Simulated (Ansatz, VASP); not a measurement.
**Ta2N: VASP beside Ansatz**

```
Ta N
1.0
     5.21146    0.00000    0.00000
    -2.60573    4.51325    0.00000
     0.00000    0.00000    4.86348
Ta N
6 3
Cartesian
  1.7368 3.0082 3.6631
  -0.8689 1.5050 3.6631
  1.7379 0.0000 3.6631
  0.8689 1.5050 1.2004
  -1.7368 3.0082 1.2004
  3.4736 0.0000 1.2004
  2.6057 1.5044 2.4317
  0.0000 3.0088 2.4317
  0.0000 0.0000 0.0000
```

Change from the starting cell: equal strain along all axes, cell held, atoms relaxed: -1.0 %.

Alike in both runs: functional PBEsol; k mesh 12 × 12 × 8; occupations gaussian, width 0.1 eV; no spin polarisation.

Ansatz relaxed the structure, and its values are those at the end. VASP's run is a single point on that final structure, the one shown.

|  | VASP | Ansatz |
| --- | --- | --- |
| version | VASP 6.6.1 | Ansatz 0.2.0 |
| potentials or method | VASP PAW PBE potentials, release 64 (Ta_pv, N), cutoff 520 eV | scalar-relativistic, plane waves, PAW |
| valence electrons in the cell | 81 | 93 |

Ansatz gave:

| Quantity | Value |
| --- | --- |
| gap on the k mesh at the Fermi level (eV) | none |
| pressure (GPa) | 9.7 |
| rms of the force components (eV/Å) | 0.001 |

Q: Estimate VASP's values.

A: gap on the k mesh at the Fermi level (eV): none; pressure (GPa): 10.4; rms of the force components (eV/Å): 0.009.

VASP's potentials were made for PBE, not for PBEsol. A gap of «none» marks a metal or a gap that the smearing closes. VASP's potentials hold 81 valence electrons a cell and Ansatz's 93, so a difference there can come from the potentials and not from the codes. Ansatz's warnings: stress scf threshold loose.

Spin-orbit coupling is off throughout.
